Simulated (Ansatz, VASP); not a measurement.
**Sr in VASP and in Ansatz**

```
CELL_PARAMETERS angstrom
6.42411 3.70896 2.33405
-6.42411 3.70896 2.33405
0.00000 -7.41792 2.33405
ATOMIC_POSITIONS crystal
Sr 0.43606 0.25000 0.06394
Sr 0.06394 0.43606 0.25000
Sr 0.25000 0.06394 0.43606
Sr 0.56394 0.75000 0.93606
Sr 0.93606 0.56394 0.75000
Sr 0.75000 0.93606 0.56394
```

Alike in both runs: functional PBE; k mesh 6 × 6 × 6; occupations gaussian, width 0.1 eV; no spin polarisation.

Ansatz relaxed the structure, and its values are those at the end. VASP's run is a single point on that final structure, the one shown.

|  | VASP | Ansatz |
| --- | --- | --- |
| version | VASP 6.6.1 | Ansatz 0.2.0 |
| potentials or method | VASP PAW PBE potentials, release 64 (Sr_sv), cutoff 520 eV | scalar-relativistic, plane waves, PAW |
| valence electrons in the cell | 60 | 60 |

```tsv
	VASP	Ansatz	Ansatz less VASP
gap on the k mesh at the Fermi level (eV)	none	none	-
pressure (GPa)	0.0	0.0	0.00
rms of the force components (eV/Å)	0.006	0.006	+0.0001
```

A gap of «none» marks a metal or a gap that the smearing closes. The functional is the same, so the differences come from potentials, cutoffs and numerics.
